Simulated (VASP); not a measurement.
# KI (Pm-3m) in VASP: single point with PBE

Aim: the single point of KI with PBE.

Everything below comes from runs of VASP 6.6.1. Logs are shortened: lines on timing, memory, paths and dates and some standing lists are left out, and cuts for length are marked.

### 1 The cell of the first run

It takes space group Pm-3m (No. 221, cubic). The conventional cell has a = 4.291 Å, b = 4.291 Å, c = 4.291 Å, α = 90.00°, β = 90.00°, γ = 90.00°. K (site symmetry m-3m) has 8 I at 3.72 Å and 6 K at 4.29 Å within 4.9 Å. I (site symmetry m-3m) has 8 K at 3.72 Å and 6 I at 4.29 Å within 4.9 Å.

### 2 Single point, PBE

Input file INCAR:

```
PREC = Accurate
ENCUT = 520
EDIFF = 1E-7
ISMEAR = 0
SIGMA = 0.05
LREAL = False
LASPH = True
NELM = 80
ALGO = Normal
ISIF = 2
LWAVE = False
LCHARG = True
GGA = PE
LELF = True
LVHAR = True
NBANDS = 15
```

Input file KPOINTS:

```
Automatic mesh
0
Gamma
  6 6 6
```

Input file POSCAR:

```
KI
1.0
    4.2911966600      0.0000000000      0.0000000000
    0.0000000000      4.2911966600      0.0000000000
    0.0000000000      0.0000000000      4.2911966600
K I
1 1
Direct
    0.0000000000      0.0000000000      0.0000000000
    0.5000000000      0.5000000000      0.5000000000
```

Potentials or basis: VASP PAW PBE potentials, release 64 (K_sv, I).

Command:

```bash
cat potpaw_PBE.64/K_sv/POTCAR potpaw_PBE.64/I/POTCAR > POTCAR
mpirun -np 1 vasp_std > vasp.out
```

OUTCAR:

```text
PREC = Accurate
   ENCUT = 520
   EDIFF = 1E-7
   ISMEAR = 0
   LREAL = False
   LASPH = True
   NELM = 80
   ISIF = 2
   GGA = PE

 ion  position               nearest neighbor table
   1  0.000  0.000  0.000-
   2  0.500  0.500  0.500-

  LATTYP: Found a simple cubic cell.
 ALAT       =     4.2911966600

  Lattice vectors:

 A1 = (   4.2911966600,   0.0000000000,   0.0000000000)
 A2 = (   0.0000000000,   4.2911966600,   0.0000000000)
 A3 = (   0.0000000000,   0.0000000000,   4.2911966600)

Analysis of symmetry for initial positions (statically):
=====================================================================
 Subroutine PRICEL returns:
 Original cell was already a primitive cell.

 Routine SETGRP: Setting up the symmetry group for a
 simple cubic supercell.

 Subroutine GETGRP returns: Found 48 space group operations
 (whereof 48 operations were pure point group operations)
 out of a pool of 48 trial point group operations.

The static configuration has the point symmetry O_h .

Analysis of symmetry for dynamics (positions and initial velocities):
=====================================================================
 Subroutine PRICEL returns:
 Original cell was already a primitive cell.

 Routine SETGRP: Setting up the symmetry group for a
 simple cubic supercell.

 Subroutine GETGRP returns: Found 48 space group operations
 (whereof 48 operations were pure point group operations)
 out of a pool of 48 trial point group operations.

The dynamic configuration has the point symmetry O_h .

 Subroutine INISYM returns: Found 48 space group operations
 (whereof 48 operations are pure point group operations),
 and found     1 'primitive' translations

----------------------------------------------------------------------------------------

                                     Primitive cell

  volume of cell :      79.0197

  direct lattice vectors                    reciprocal lattice vectors
     4.291196660  0.000000000  0.000000000     0.233035230  0.000000000  0.000000000
     0.000000000  4.291196660  0.000000000     0.000000000  0.233035230  0.000000000
     0.000000000  0.000000000  4.291196660     0.000000000  0.000000000  0.233035230

  length of vectors
     4.291196660  4.291196660  4.291196660     0.233035230  0.233035230  0.233035230

  position of ions in fractional coordinates (direct lattice)
     0.000000000  0.000000000  0.000000000
     0.500000000  0.500000000  0.500000000

  ion indices of the primitive-cell ions
   primitive index   ion index
                 1           1
                 2           2

----------------------------------------------------------------------------------------

 KPOINTS: Automatic mesh

Automatic generation of k-mesh.
 Grid dimensions read from file:
 generate k-points for:    6    6    6

 Generating k-lattice:

  Cartesian coordinates                     Fractional coordinates (reciprocal lattice)
     0.038839205  0.000000000  0.000000000     0.166666667  0.000000000  0.000000000
     0.000000000  0.038839205  0.000000000     0.000000000  0.166666667  0.000000000
     0.000000000  0.000000000  0.038839205     0.000000000  0.000000000  0.166666667

  Length of vectors
     0.038839205  0.038839205  0.038839205

  Shift w.r.t. Gamma in fractional coordinates (k-lattice)
     0.000000000  0.000000000  0.000000000

 Subroutine IBZKPT returns following result:
 ===========================================

 Found     20 irreducible k-points:

 Following reciprocal coordinates:
            Coordinates               Weight
  0.000000  0.000000  0.000000      1.000000
  0.166667  0.000000  0.000000      6.000000
  0.333333  0.000000  0.000000      6.000000
  0.500000  0.000000  0.000000      3.000000
  0.166667  0.166667  0.000000     12.000000
  0.333333  0.166667  0.000000     24.000000
[... 12 lines left out ...]
  0.500000  0.500000  0.333333      6.000000
  0.500000  0.500000  0.500000      1.000000
   k-points           NKPTS =     20   k-points in BZ     NKDIM =     20   number of bands    NBANDS=     15
   number of dos      NEDOS =    301   number of ions     NIONS =      2
   total plane-waves  NPLWV =  32768
   dimension x,y,z NGX =    32 NGY =   32 NGZ =   32
   dimension x,y,z NGXF=    64 NGYF=   64 NGZF=   64
   ions per type =               1   1
   NGX,Y,Z   is equivalent  to a cutoff of  12.40, 12.40, 12.40 a.u.
   NGXF,Y,Z  is equivalent  to a cutoff of  24.79, 24.79, 24.79 a.u.
 SYSTEM =  unknown system
   PREC   = accura    normal or accurate (medium, high low for compatibility)
   ISTART =      0    job   : 0-new  1-cont  2-samecut
   ICHARG =      2    charge: 1-file 2-atom 10-const
   ISPIN  =      1    spin polarized calculation?
   LNONCOLLINEAR =      F non collinear calculations
   LSORBIT =      F    spin-orbit coupling
   LASPH  =      T    aspherical Exc in radial PAW
   ENCUT  =  520.0 eV  38.22 Ry    6.18 a.u.   7.98  7.98  7.98*2*pi/ulx,y,z
   NELM   =     80;   NELMIN=  2; NELMDL= -5     # of ELM steps
   EDIFF  = 0.1E-06   stopping-criterion for ELM
   LREAL  =      F    real-space projection
   EDIFFG = 0.1E-05   stopping-criterion for IOM
   NSW    =      0    number of steps for IOM
   IBRION =     -1    ionic relax: 0-MD 1-quasi-New 2-CG
   NFREE  =      0    steps in history (QN), initial steepest desc. (CG)
   ISIF   =      2    stress and relaxation
   ISYM   =      2    0-nonsym 1-usesym 2-fastsym
   POTIM  = 0.5000    time-step for ionic-motion
   TEBEG  =    0.0;   TEEND  =   0.0 temperature during run
   PSTRESS=    0.0 pullay stress
   NELECT =      16.0000    total number of electrons
   NUPDOWN=      -1.0000    fix difference up-down
   EMIN   =  10.00;   EMAX   =-10.00  energy-range for DOS
   EFERMI =   0.00;   METHOD = LEGACY
   ISMEAR =     0;   SIGMA  =   0.05  broadening in eV -4-tet -1-fermi 0-gaus
   EFERMI_NEDOS =   21; number of points for ismear=-14 and -15
   IALGO  =     38    algorithm
   IMIX   =      4    mixing-type and parameters
     AMIX     =   0.40;   BMIX     =  1.00
     AMIX_MAG =   1.60;   BMIX_MAG =  1.00
  volume/ion in A,a.u.               =      39.51       266.63
  Fermi-wavevector in a.u.,A,eV,Ry     =   0.961324  1.816639 12.573738  0.924144
  Thomas-Fermi vector in A             =   2.090686
   LORBIT       =      0    0 simple, 1 ext, 2 COOP (PROOUT), +10 PAW based schemes
   GGA     = PE    functional components
   LHFCALC =     F    Hartree Fock is set to
   AEXX    =    0.0000 exact exchange contribution
   IVDW    =     0    specifies the selected vdW correction
   LEPSILON=     F    determine dielectric tensor
   LRPA    =     F    only Hartree local field effects (RPA)
 non-spin polarized calculation
 Gauss-broadening in eV      SIGMA  =   0.05
  energy-cutoff  :      520.00
  volume of cell :       79.02
 maximum number of plane-waves:      2176
 NGX is ok and might be reduce to    32
   NGX = 15   NGY = 15   NGZ = 15

 number of electron      16.0000003 magnetization

 Free energy of the ion-electron system (eV)
  ---------------------------------------------------
  ext. energy  EPLUGINS =         0.00000000
  ---------------------------------------------------
  free energy    TOTEN  =        -5.42088219 eV

  energy without entropy =       -5.42088219  energy(sigma->0) =       -5.42088219

 E-fermi :   1.0917     XC(G=0):  -7.7093

 val. band max:        0.8817870466   @ k =   0.5000   0.5000   0.0000
 cond. band min:       4.2118492393   @ k =   0.0000   0.0000   0.0000
 fundamental gap:      3.3300621927
 Fermi energy:         1.0917357936

 k-point     1 :       0.0000    0.0000    0.0000
  band No.  band energies     occupation
      1     -28.4965      2.00000
      2     -11.9496      2.00000
      3     -11.9496      2.00000
      4     -11.9496      2.00000
      5     -10.2777      2.00000
      6       0.5208      2.00000
      7       0.5208      2.00000
      8       0.5208      2.00000
      9       4.2118      0.00000
     10       5.6466      0.00000
     11       5.6466      0.00000
     12       9.2696      0.00000
     13       9.2696      0.00000
     14       9.2696      0.00000
     15      11.3552      0.00000

 k-point     2 :       0.1667    0.0000    0.0000
  band No.  band energies     occupation
      1     -28.4954      2.00000
      2     -11.9934      2.00000
      3     -11.9467      2.00000
      4     -11.9467      2.00000
      5     -10.2017      2.00000
      6      -0.1214      2.00000
      7       0.5393      2.00000
      8       0.5393      2.00000
      9       4.7882      0.00000
     10       5.8448      0.00000
     11       6.3091      0.00000
     12       9.1807      0.00000
     13       9.1807      0.00000
     14       9.3800      0.00000
     15      10.4113      0.00000

 k-point     3 :       0.3333    0.0000    0.0000
  band No.  band energies     occupation
      1     -28.4930      2.00000
      2     -12.0745      2.00000
      3     -11.9410      2.00000
      4     -11.9410      2.00000
      5     -10.0510      2.00000
      6      -1.0371      2.00000
      7       0.5764      2.00000
      8       0.5764      2.00000
      9       5.7369      0.00000
     10       6.4204      0.00000
     11       7.5891      0.00000
     12       8.9174      0.00000
     13       9.1693      0.00000
     14       9.1693      0.00000
     15       9.6414      0.00000
[... 271 lines left out ...]
 k-point    19 :       0.5000    0.5000    0.3333
  band No.  band energies     occupation
      1     -28.4842      2.00000
      2     -12.0187      2.00000
      3     -12.0187      2.00000
      4     -11.9932      2.00000
      5      -9.8025      2.00000
      6      -0.7886      2.00000
      7      -0.7886      2.00000
      8      -0.4397      2.00000
      9       5.9229      0.00000
     10       6.7402      0.00000
     11       6.7402      0.00000
     12       9.0411      0.00000
     13       9.8262      0.00000
     14       9.8262      0.00000
     15      10.4495      0.00000

 k-point    20 :       0.5000    0.5000    0.5000
  band No.  band energies     occupation
      1     -28.4831      2.00000
      2     -12.0141      2.00000
      3     -12.0141      2.00000
      4     -12.0141      2.00000
      5      -9.7578      2.00000
      6      -0.7748      2.00000
      7      -0.7748      2.00000
      8      -0.7748      2.00000
      9       6.5132      0.00000
     10       6.5132      0.00000
     11       6.5132      0.00000
     12       9.7231      0.00000
     13       9.7231      0.00000
     14       9.7231      0.00000
     15      10.0313      0.00000

------------------------ aborting loop because EDIFF is reached ----------------------------------------

  FORCE on cell =-STRESS in cart. coord.  units (eV):
  Direction    XX          YY          ZZ          XY          YZ          ZX
  --------------------------------------------------------------------------------------
  -------------------------------------------------------------------------------------
  Total        0.2475727      0.2475727      0.2475727     -0.0000000      0.0000000      0.0000000
  in kB        5.0197032      5.0197032      5.0197032     -0.0000000      0.0000000      0.0000000
  external PRESSURE =       5.0197032 kB  Pullay stress =       0.0000000 kB

 VOLUME and BASIS-vectors are now :
 -----------------------------------------------------------------------------
  energy-cutoff  :      520.00
  volume of cell :       79.02
      direct lattice vectors                 reciprocal lattice vectors
     4.291196660  0.000000000  0.000000000     0.233035230  0.000000000  0.000000000
     0.000000000  4.291196660  0.000000000     0.000000000  0.233035230  0.000000000
     0.000000000  0.000000000  4.291196660     0.000000000  0.000000000  0.233035230

 POSITION                                       TOTAL-FORCE (eV/Angst)
 -----------------------------------------------------------------------------------
      0.00000      0.00000      0.00000         0.000000      0.000000      0.000000
      2.14560      2.14560      2.14560         0.000000      0.000000      0.000000
 -----------------------------------------------------------------------------------
    total drift:                                0.000000      0.000000     -0.000000

  FREE ENERGIE OF THE ION-ELECTRON SYSTEM (eV)
  ---------------------------------------------------
  free  energy   TOTEN  =        -5.4208821851 eV

  energy  without entropy=       -5.4208821850  energy(sigma->0) =       -5.42088219
```

Run time: 22 s. Hardware: 1 thread of Intel Xeon 8259CL, shared host; peak memory 0.19 GiB.

What came out:

| Item | Value |
| --- | --- |
| Free energy | -5.4209 eV |
| Pressure | 0.5 GPa |
| Band gap on the k mesh | 3.33 eV (least direct gap 3.69 eV) |

Caveat: spin-orbit coupling is left out, which moves the levels of the heavy elements. A k mesh can miss the band edges.
